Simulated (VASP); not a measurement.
# Au (P-3m1) in VASP: a series of runs

Runs on Au. Level: PBEsol. Tasks: single point.

Everything below comes from runs of VASP 6.6.1. Logs are shortened: lines on timing, memory, paths and dates and some standing lists are left out, and cuts for length are marked.

### 1 The cell of the first run

It takes space group P-3m1 (No. 164, trigonal). Conventional cell: a = 2.893 Å, b = 2.893 Å, c = 13.872 Å, α = 90.00°, β = 90.00°, γ = 120.00°. Au (site symmetry 3m) has 12 Au at 2.65 to 2.89 Å within 3.5 Å. Within 3.8 Å of Au (site symmetry 3m) lie 12 Au at 2.89 Å. Within 3.8 Å of Au (site symmetry 3m) lie 12 Au at 2.89 Å.

### 2 Single point, PBEsol (the distance across one plane changed)

Input file INCAR:

```
SYSTEM = Au
PREC = Accurate
ENCUT = 520
EDIFF = 1E-7
ISMEAR = 0
SIGMA = 0.15
LREAL = .False.
LASPH = .True.
NELM = 80
ALGO = Fast
ISIF = 2
LWAVE = .False.
LCHARG = .False.
GGA = PS
NBANDS = 42
```

Input file KPOINTS:

```
Automatic mesh
0
Gamma
  18 18 4
  0 0 0
```

Input file POSCAR:

```
Au
1.0
    2.0455000000     -2.0455000000      0.0000000000
    2.0455000000      0.0000000000     -2.0455000000
    8.0087949192      8.0087949192      8.0087949192
Au
6
Direct
    0.6666666667      0.6666666667      0.0851185445
    0.0000000000      0.0000000000      0.9364742606
    0.3333333333      0.3333333333      0.2553896877
    0.6666666667      0.6666666667      0.5959319741
    0.0000000000      0.0000000000      0.4256608309
    0.3333333333      0.3333333333      0.7662031173
```

Potentials or basis: VASP PAW PBE potentials, release 64 (Au).

Run with:

```console
$ cat potpaw_PBE.64/Au/POTCAR > POTCAR
$ mpirun -np 1 vasp_std > vasp.out
```

OUTCAR:

```text
SYSTEM = Au
   PREC = Accurate
   ENCUT = 520
   EDIFF = 1E-7
   ISMEAR = 0
   LREAL = .False.
   LASPH = .True.
   NELM = 80
   ISIF = 2
   GGA = PS

 ion  position               nearest neighbor table
   1  0.667  0.667  0.085-   2 2.65   2 2.65   2 2.65   3 2.89   3 2.89   3 2.89
   2  0.000  0.000  0.936-   1 2.65   1 2.65   1 2.65   6 2.89   6 2.89   6 2.89
   3  0.333  0.333  0.255-   5 2.89   1 2.89   1 2.89   5 2.89   5 2.89   1 2.89
   4  0.667  0.667  0.596-   5 2.89   6 2.89   6 2.89   5 2.89   5 2.89   6 2.89
   5  0.000  0.000  0.426-   3 2.89   4 2.89   4 2.89   4 2.89   3 2.89   3 2.89
   6  0.333  0.333  0.766-   4 2.89   4 2.89   4 2.89   2 2.89   2 2.89   2 2.89

  LATTYP: Found a hexagonal cell.
 ALAT       =     2.8927738418
 C/A-ratio  =     4.7952727956

  Lattice vectors:

 A1 = (  -2.0455000000,   0.0000000000,   2.0455000000)
 A2 = (   2.0455000000,  -2.0455000000,  -0.0000000000)
 A3 = (   8.0087949192,   8.0087949192,   8.0087949192)

Analysis of symmetry for initial positions (statically):
=====================================================================
 Subroutine PRICEL returns:
 Original cell was already a primitive cell.

 Routine SETGRP: Setting up the symmetry group for a
 hexagonal supercell.

 Subroutine GETGRP returns: Found 12 space group operations
 (whereof  6 operations were pure point group operations)
 out of a pool of 24 trial point group operations.

The static configuration has the point symmetry C_3v.
 The point group associated with its full space group is D_3d.

Analysis of symmetry for dynamics (positions and initial velocities):
=====================================================================
 Subroutine PRICEL returns:
 Original cell was already a primitive cell.

 Routine SETGRP: Setting up the symmetry group for a
 hexagonal supercell.

 Subroutine GETGRP returns: Found 12 space group operations
 (whereof  6 operations were pure point group operations)
 out of a pool of 24 trial point group operations.

The dynamic configuration has the point symmetry C_3v.
 The point group associated with its full space group is D_3d.

 Subroutine INISYM returns: Found 12 space group operations
 (whereof  6 operations are pure point group operations),
 and found     1 'primitive' translations

----------------------------------------------------------------------------------------

                                     Primitive cell

  volume of cell :     100.5281

  direct lattice vectors                    reciprocal lattice vectors
     2.045500000 -2.045500000  0.000000000     0.162959342 -0.325918683  0.162959342
     2.045500000  0.000000000 -2.045500000     0.162959342  0.162959342 -0.325918683
     8.008794919  8.008794919  8.008794919     0.041620910  0.041620910  0.041620910

  length of vectors
     2.892773842  2.892773842 13.871639707     0.399167236  0.399167236  0.072089531

  position of ions in fractional coordinates (direct lattice)
     0.666666667  0.666666667  0.085118544
     0.000000000  0.000000000  0.936474261
     0.333333333  0.333333333  0.255389688
     0.666666667  0.666666667  0.595931974
     0.000000000  0.000000000  0.425660831
     0.333333333  0.333333333  0.766203117

  ion indices of the primitive-cell ions
   primitive index   ion index
                 1           1
                 2           2
                 3           3
                 4           4
                 5           5
                 6           6

----------------------------------------------------------------------------------------

 KPOINTS: Automatic mesh

Automatic generation of k-mesh.
 Grid dimensions read from file:
 generate k-points for:   18   18    4

 Generating k-lattice:

  Cartesian coordinates                     Fractional coordinates (reciprocal lattice)
     0.009053297 -0.018106594  0.009053297     0.055555556  0.000000000  0.000000000
     0.009053297  0.009053297 -0.018106594     0.000000000  0.055555556  0.000000000
     0.010405228  0.010405228  0.010405228     0.000000000  0.000000000  0.250000000

  Length of vectors
     0.022175958  0.022175958  0.018022383

  Shift w.r.t. Gamma in fractional coordinates (k-lattice)
     0.000000000  0.000000000  0.000000000

 Subroutine IBZKPT returns following result:
 ===========================================

 Found    138 irreducible k-points:

 Following reciprocal coordinates:
            Coordinates               Weight
  0.000000  0.000000  0.000000      1.000000
  0.055556  0.000000  0.000000      6.000000
  0.111111  0.000000  0.000000      6.000000
  0.166667  0.000000  0.000000      6.000000
  0.222222  0.000000  0.000000      6.000000
  0.277778  0.000000  0.000000      6.000000
[... 16 lines left out ...]
  0.444444  0.111111  0.000000     12.000000
  0.500000  0.111111  0.000000     12.000000
 [... further k-points ...]
   k-points           NKPTS =    138   k-points in BZ     NKDIM =    138   number of bands    NBANDS=     42
   number of dos      NEDOS =    301   number of ions     NIONS =      6
   total plane-waves  NPLWV =  62208
   dimension x,y,z NGX =    24 NGY =   24 NGZ =  108
   dimension x,y,z NGXF=    48 NGYF=   48 NGZF=  216
   ions per type =               6
   NGX,Y,Z   is equivalent  to a cutoff of  13.79, 13.79, 12.94 a.u.
   NGXF,Y,Z  is equivalent  to a cutoff of  27.59, 27.59, 25.89 a.u.
 SYSTEM =  Au
   PREC   = accura    normal or accurate (medium, high low for compatibility)
   ISTART =      0    job   : 0-new  1-cont  2-samecut
   ICHARG =      2    charge: 1-file 2-atom 10-const
   ISPIN  =      1    spin polarized calculation?
   LNONCOLLINEAR =      F non collinear calculations
   LSORBIT =      F    spin-orbit coupling
   LASPH  =      T    aspherical Exc in radial PAW
   ENCUT  =  520.0 eV  38.22 Ry    6.18 a.u.   5.38  5.38 25.79*2*pi/ulx,y,z
   NELM   =     80;   NELMIN=  2; NELMDL= -5     # of ELM steps
   EDIFF  = 0.1E-06   stopping-criterion for ELM
   LREAL  =      F    real-space projection
   EDIFFG = 0.1E-05   stopping-criterion for IOM
   NSW    =      0    number of steps for IOM
   IBRION =     -1    ionic relax: 0-MD 1-quasi-New 2-CG
   NFREE  =      0    steps in history (QN), initial steepest desc. (CG)
   ISIF   =      2    stress and relaxation
   ISYM   =      2    0-nonsym 1-usesym 2-fastsym
   POTIM  = 0.5000    time-step for ionic-motion
   TEBEG  =    0.0;   TEEND  =   0.0 temperature during run
   PSTRESS=    0.0 pullay stress
   NELECT =      66.0000    total number of electrons
   NUPDOWN=      -1.0000    fix difference up-down
   EMIN   =  10.00;   EMAX   =-10.00  energy-range for DOS
   EFERMI =   0.00;   METHOD = LEGACY
   ISMEAR =     0;   SIGMA  =   0.15  broadening in eV -4-tet -1-fermi 0-gaus
   EFERMI_NEDOS =   21; number of points for ismear=-14 and -15
   IALGO  =     68    algorithm
   IMIX   =      4    mixing-type and parameters
     AMIX     =   0.40;   BMIX     =  1.00
     AMIX_MAG =   1.60;   BMIX_MAG =  1.00
  volume/ion in A,a.u.               =      16.75       113.07
  Fermi-wavevector in a.u.,A,eV,Ry     =   1.422854  2.688804 27.545179  2.024514
  Thomas-Fermi vector in A             =   2.543514
   LORBIT       =      0    0 simple, 1 ext, 2 COOP (PROOUT), +10 PAW based schemes
   GGA     = PS    functional components
   LHFCALC =     F    Hartree Fock is set to
   AEXX    =    0.0000 exact exchange contribution
   IVDW    =     0    specifies the selected vdW correction
   LEPSILON=     F    determine dielectric tensor
   LRPA    =     F    only Hartree local field effects (RPA)
 non-spin polarized calculation
 RMM-DIIS sequential band-by-band and
 Gauss-broadening in eV      SIGMA  =   0.15
  energy-cutoff  :      520.00
  volume of cell :      100.53
 maximum number of plane-waves:      2775
 NGX is ok and might be reduce to    24
   NGX = 11   NGY = 11   NGZ = 51

 number of electron      66.0000011 magnetization

 Free energy of the ion-electron system (eV)
  ---------------------------------------------------
  ext. energy  EPLUGINS =         0.00000000
  ---------------------------------------------------
  free energy    TOTEN  =       -23.29615098 eV

  energy without entropy =      -23.27899355  energy(sigma->0) =      -23.28757227

 E-fermi :   9.5921     XC(G=0): -12.9783

 val. band max:        9.5829456524   @ k =   0.4444   0.2222   0.5000
 cond. band min:       9.5971571842   @ k =   0.5000   0.1667  -0.0000
 fundamental gap:      0.0142115318
 Fermi energy:         9.5920627647

 k-point     1 :       0.0000    0.0000    0.0000
  band No.  band energies     occupation
      1      -0.6761      2.00000
      2       0.3380      2.00000
      3       0.5873      2.00000
      4       1.7885      2.00000
      5       2.0263      2.00000
      6       2.2151      2.00000
[... 34 lines left out ...]
     41      23.8720      0.00000
     42      23.9119      0.00000

 k-point     2 :       0.0556    0.0000    0.0000
  band No.  band energies     occupation
      1      -0.5812      2.00000
      2       0.4288      2.00000
      3       0.6767      2.00000
      4       1.8697      2.00000
      5       2.1142      2.00000
      6       2.2978      2.00000
[... 34 lines left out ...]
     41      24.0061      0.00000
     42      24.2898      0.00000

 k-point     3 :       0.1111    0.0000    0.0000
  band No.  band energies     occupation
      1      -0.3027      2.00000
      2       0.6917      2.00000
      3       0.9344      2.00000
      4       2.0983      2.00000
      5       2.3635      2.00000
      6       2.5332      2.00000
[... 897 lines left out ...]
      4       2.7426      2.00000
      5       3.0079      2.00000
      6       3.2218      2.00000
[... 34 lines left out ...]
     41      17.1287      0.00000
     42      17.4361      0.00000

 k-point    24 :       0.5000    0.1111    0.0000
  band No.  band energies     occupation
      1       2.0949      2.00000
      2       2.2993      2.00000
      3       2.6239      2.00000
      4       2.8540      2.00000
      5       3.0243      2.00000
      6       3.1211      2.00000
[... 34 lines left out ...]
     41      15.6875      0.00000
     42      17.8115      0.00000

 [... further k-points ...]

------------------------ aborting loop because EDIFF is reached ----------------------------------------

  FORCE on cell =-STRESS in cart. coord.  units (eV):
  Direction    XX          YY          ZZ          XY          YZ          ZX
  --------------------------------------------------------------------------------------
  -------------------------------------------------------------------------------------
  Total        2.7349077      2.7349077      2.7349077      0.4842634      0.4842634      0.4842634
  in kB       43.5878911     43.5878911     43.5878911      7.7180014      7.7180014      7.7180014
  external PRESSURE =      43.5878911 kB  Pullay stress =       0.0000000 kB

 VOLUME and BASIS-vectors are now :
 -----------------------------------------------------------------------------
  energy-cutoff  :      520.00
  volume of cell :      100.53
      direct lattice vectors                 reciprocal lattice vectors
     2.045500000 -2.045500000  0.000000000     0.162959342 -0.325918683  0.162959342
     2.045500000  0.000000000 -2.045500000     0.162959342  0.162959342 -0.325918683
     8.008794919  8.008794919  8.008794919     0.041620910  0.041620910  0.041620910

 POSITION                                       TOTAL-FORCE (eV/Angst)
 -----------------------------------------------------------------------------------
      3.40903     -0.68197     -0.68197         1.282510      1.282510      1.282510
      7.50003      7.50003      7.50003        -1.282510     -1.282510     -1.282510
      3.40903      1.36353      1.36353        -0.000342     -0.000342     -0.000342
      7.50003      3.40903      3.40903        -0.006267     -0.006267     -0.006267
      3.40903      3.40903      3.40903         0.006267      0.006267      0.006267
      7.50003      5.45453      5.45453         0.000342      0.000342      0.000342
 -----------------------------------------------------------------------------------
    total drift:                                0.000003      0.000003      0.000003

  FREE ENERGIE OF THE ION-ELECTRON SYSTEM (eV)
  ---------------------------------------------------
  free  energy   TOTEN  =       -23.2961509845 eV

  energy  without entropy=      -23.2789935527  energy(sigma->0) =      -23.28757227
```

It took 13 min on 1 thread of Oxide Virtual Turin-like, shared host; peak memory 0.49 GiB.

Results:

| Item | Value |
| --- | --- |
| Free energy | -23.2962 eV |
| Pressure | 4.4 GPa |
| Largest force | 2.221 eV/Å |
| Band gap on the k mesh | zero (bands 33 and 34 overlap by 4.76 eV) |

Forces on the atoms (eV/Å):
```
Au   1.283  1.283  1.283
Au  -1.283 -1.283 -1.283
Au   0.000  0.000  0.000
Au  -0.006 -0.006 -0.006
Au   0.006  0.006  0.006
Au   0.000  0.000  0.000
```

Caveat: the cell differs from its parent crystal (the distance across one plane changed); the cell stands under pressure; the PAW data sets were made with another functional, which shifts forces and pressure a little; spin-orbit coupling is left out, which moves the levels of the heavy elements.

### 3 Single point, PBEsol (the distance across one plane changed)

Input file INCAR:

```
  ALGO = Fast
  EDIFF = 1E-6
  ENCUT = 520
  GGA = PS
  ISIF = 2
  ISMEAR = 0
  LASPH = True
  LCHARG = True
  LELF = True
  LREAL = False
  LVHAR = True
  LWAVE = False
  NBANDS = 42
  NELM = 80
  PREC = Accurate
  SIGMA = 0.15
```

Input file KPOINTS:

```
k-points
0
Gamma
  18 18 4
```

Input file POSCAR:

```
Au
1.0
    2.0455000000     -2.0455000000      0.0000000000
    2.0455000000      0.0000000000     -2.0455000000
    9.0480254038      9.0480254038      9.0480254038
Au
6
Direct
    0.6666666667      0.6666666667      0.0753420704
    0.0000000000      0.0000000000      0.8289134883
    0.3333333333      0.3333333333      0.2260563540
    0.6666666667      0.6666666667      0.5274849211
    0.0000000000      0.0000000000      0.3767706376
    0.3333333333      0.3333333333      0.6781992047
```

Potentials or basis: VASP PAW PBE potentials, release 64 (Au).

Run with:

```console
$ cat potpaw_PBE.64/Au/POTCAR > POTCAR
$ mpirun -np 1 vasp_std > vasp.out
```

It took 9.2 min on 1 thread of Oxide Virtual Turin-like, shared host; peak memory 0.53 GiB.

Results (log left out):

| Quantity | Value |
| --- | --- |
| Free energy | -22.8061 eV |
| Pressure | -4.2 GPa |
| Largest force | 0.233 eV/Å |
| Band gap on the k mesh | zero (bands 33 and 34 overlap by 4.84 eV) |

Forces in eV/Å, atoms in the order of the input:
```
Au  -0.135 -0.135 -0.135
Au   0.135  0.135  0.135
Au   0.055  0.055  0.055
Au   0.004  0.004  0.004
Au  -0.004 -0.004 -0.004
Au  -0.055 -0.055 -0.055
```

Stress tensor (GPa, compression positive):
```
-4.23  0.84  0.84
 0.84 -4.23  0.84
 0.84  0.84 -4.23
```

Levels at points of the mesh, in eV from the Fermi level:
| k point | band 32 | band 33 | band 34 | band 35 | band 36 | band 37 |
| --- | --- | --- | --- | --- | --- | --- |
| (0.00, 0.00, 0.00) | -2.09 | -2.09 | -1.91 | -1.91 | -0.76 | 0.52 |
| (0.50, 0.00, 0.00) | 0.56 | 0.95 | 1.12 | 1.34 | 1.35 | 3.22 |
| (0.00, 0.00, 0.50) | -2.08 | -2.08 | -1.92 | -1.92 | -1.63 | 1.26 |
| (0.50, 0.00, 0.50) | 0.39 | 1.03 | 1.12 | 1.32 | 1.36 | 3.35 |

Caveat: the cell differs from its parent crystal (the distance across one plane changed); the cell stands under tension; the PAW data sets were made with another functional, which shifts forces and pressure a little; spin-orbit coupling is left out, which moves the levels of the heavy elements.

### 4 Single point, PBEsol (the distance across one plane changed)

Input file INCAR:

```
SYSTEM = Au
PREC = Accurate ; ENCUT = 520
EDIFF = 1E-7 ; ISMEAR = 0
SIGMA = 0.15 ; LREAL = .FALSE.
LASPH = .TRUE. ; NELM = 60
ALGO = Fast ; ISIF = 2
LWAVE = .FALSE. ; LCHARG = .FALSE.
GGA = PS ; NBANDS = 42
```

Input file KPOINTS:

```
Automatic mesh
0
G
  18 18 4
  0 0 0
```

Input file POSCAR:

```
Au
1.0
    2.0455000000     -2.0455000000      0.0000000000
    2.0455000000      0.0000000000     -2.0455000000
    9.3367005384      9.3367005384      9.3367005384
Au
6
Direct
    0.6666666667      0.6666666667      0.0730126198
    0.0000000000      0.0000000000      0.8032848723
    0.3333333333      0.3333333333      0.2190670703
    0.6666666667      0.6666666667      0.5111759713
    0.0000000000      0.0000000000      0.3651215208
    0.3333333333      0.3333333333      0.6572304218
```

Run with:

```console
$ cat potpaw_PBE.64/Au/POTCAR > POTCAR
$ mpirun -np 1 vasp_std > vasp.out
```

Run time: 11 min. Hardware: 1 thread of Oxide Virtual Turin-like, shared host; peak memory 0.55 GiB.

It converged, with:

```yaml
Free_energy: -22.7194 eV
Pressure: -4.0 GPa
Largest_force: 0.116 eV/Å
Band_gap_on_the_k_mesh: zero (bands 33 and 34 overlap by 4.80 eV)
```

Forces in eV/Å, atoms in the order of the input:
```
Au  -0.067 -0.067 -0.067
Au   0.067  0.067  0.067
Au   0.064  0.064  0.064
Au   0.004  0.004  0.004
Au  -0.004 -0.004 -0.004
Au  -0.064 -0.064 -0.064
```

Stress tensor (GPa, compression positive):
```
-3.95  1.05  1.05
 1.05 -3.95  1.05
 1.05  1.05 -3.95
```

Levels at points of the mesh, in eV from the Fermi level:
| k point | band 32 | band 33 | band 34 | band 35 | band 36 | band 37 |
| --- | --- | --- | --- | --- | --- | --- |
| (0.00, 0.00, 0.00) | -2.08 | -2.08 | -1.91 | -1.91 | -0.58 | 0.02 |
| (0.50, 0.00, 0.00) | 0.53 | 0.98 | 1.12 | 1.36 | 1.36 | 3.27 |
| (0.00, 0.00, 0.50) | -2.08 | -2.08 | -1.91 | -1.91 | -1.35 | 0.73 |
| (0.50, 0.00, 0.50) | 0.45 | 1.02 | 1.12 | 1.35 | 1.38 | 3.34 |

Caveat: the cell differs from its parent crystal (the distance across one plane changed); the cell stands under tension; the PAW data sets were made with another functional, which shifts forces and pressure a little; spin-orbit coupling is left out, which moves the levels of the heavy elements.

### 5 Summary

| cell | further INCAR settings | gap on the mesh (eV) | pressure (GPa) | largest force (eV/Å) |
| --- | --- | --- | --- | --- |
| a = 2.893, b = 2.893, c = 13.872 Å, angles 90.0, 90.0, 60.0°, 6 atoms | ALGO = Fast; EDIFF = 1e-07; NBANDS = 42 | none | 4.4 | 2.22 |
| a = 2.893, b = 2.893, c = 15.672 Å, angles 90.0, 90.0, 60.0°, 6 atoms | ALGO = Fast; EDIFF = 1e-06; NBANDS = 42 | none | -4.2 | 0.23 |
| a = 2.893, b = 2.893, c = 16.172 Å, angles 90.0, 90.0, 60.0°, 6 atoms | ALGO = Fast; EDIFF = 1e-07; NBANDS = 42 | none | -4.0 | 0.12 |

Alike in all rows: task single point; level PBEsol; potentials or basis VASP PAW PBE potentials, release 64 (Au); no spin polarisation; k mesh 18 × 18 × 4; cutoff (eV) 520; smearing gaussian 0.15 eV.

Caveats: the PAW data sets were made with another functional, which shifts forces and pressure a little; spin-orbit coupling is left out, which moves the levels of the heavy elements; the cell stands under tension (at least some runs); the cell stands under pressure (at least some runs).

Absolute energies hang on the potentials; compare differences alone.

The gap in the log of VASP goes by the Fermi energy; the results here count the filled bands.